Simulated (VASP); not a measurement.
**Na3Be2GaSb3: relaxation of cell and atoms with PBE**

Crystal: Na3Be2GaSb3.

```
Na Be Ga Sb
1.0
     6.21997    0.00000    0.00000
    -3.10998    5.38665    0.00000
     0.00000    0.00000    6.38072
Na Be Ga Sb
3 2 1 3
Direct
  0.50000 0.00000 0.50000
  0.00000 0.50000 0.50000
  0.50000 0.50000 0.50000
  0.33333 0.66667 0.00000
  0.66667 0.33333 0.00000
  0.00000 0.00000 0.50000
  0.50000 0.00000 0.00000
  0.00000 0.50000 0.00000
  0.50000 0.50000 0.00000
```

```
Program                : VASP 6.6.1
Task                   : relaxation of cell and atoms
Functional             : PBE
Potentials or basis    : VASP PAW PBE potentials, release 64 (Na_pv, Be, Ga_d, Sb)
Cutoff                 : 600 eV
k mesh                 : 3 × 3 × 4
Occupations            : gaussian, width 0.1 eV
Spin                   : no spin polarisation
Dipole correction      : no
Further INCAR settings : ALGO = Normal; EDIFF = 1e-06; IBRION = 2; EDIFFG = -0.04; NSW = 90; ISIF = 3
```

* Relaxed volume: 37.09 Å³/atom
* Relaxed cell: a = 8.056 Å, b = 8.056 Å, c = 5.940 Å, α = 90.00°, β = 90.00°, γ = 120.00°
* Space group after relaxing (to 0.05 Å): P6/mmm (No. 191)
* Energy gained by relaxing: 1497.4 meV/atom
* Ionic steps: 8
* Pressure after relaxing: 0.0 GPa

Stress tensor (GPa, compression positive):
```
-0.05  0.00  0.00
 0.00 -0.05  0.00
 0.00  0.00  0.05
```

The path:
```csv
step,energy change (eV),largest force (eV/Å),pressure (GPa),volume (Å³)
1,0.0000,0.0000,31.57,213.78
2,-13.0915,0.0000,-2.04,382.89
3,-13.1720,0.0000,-0.03,341.78
4,-13.2358,0.0000,-1.04,358.89
5,-13.2358,0.0000,-0.87,355.62
6,-13.4069,0.0000,-0.54,344.99
7,-13.4746,0.0000,-0.12,335.75
8,-13.4763,0.0000,-0.02,333.84
```

Final structure:
```
Na Be Ga Sb
1.0
     8.05603    0.00000    0.00000
    -4.02802    6.97673    0.00000
     0.00000    0.00000    5.93974
Na Be Ga Sb
3 2 1 3
Direct
  0.50000 0.00000 0.50000
  0.00000 0.50000 0.50000
  0.50000 0.50000 0.50000
  0.33333 0.66667 0.00000
  0.66667 0.33333 0.00000
  0.00000 0.00000 0.50000
  0.50000 0.00000 0.00000
  0.00000 0.50000 0.00000
  0.50000 0.50000 0.00000
```

Levels at points of the mesh, in eV from the Fermi level:
```csv
k point,band 23,band 24,band 25,band 26,band 27,band 28,band 29,band 30,band 31
"(0.00, 0.00, 0.00)",-0.87,-0.87,-0.63,-0.63,0.32,0.82,0.89,0.89,1.17
"(0.00, 0.00, 0.50)",-1.51,-1.51,-0.20,-0.20,-0.19,-0.09,-0.09,0.31,0.93
```

Run time: 15 min on 1 thread of Intel Xeon 8259CL, with other jobs on the host, peak memory 0.45 GiB.

Caveat: the k points lie up to 0.30 Å⁻¹ apart in the final cell; the volume moved by over 15 % at a fixed basis, so the end points are rough; spin-orbit coupling is left out, which moves the levels of the heavy elements.
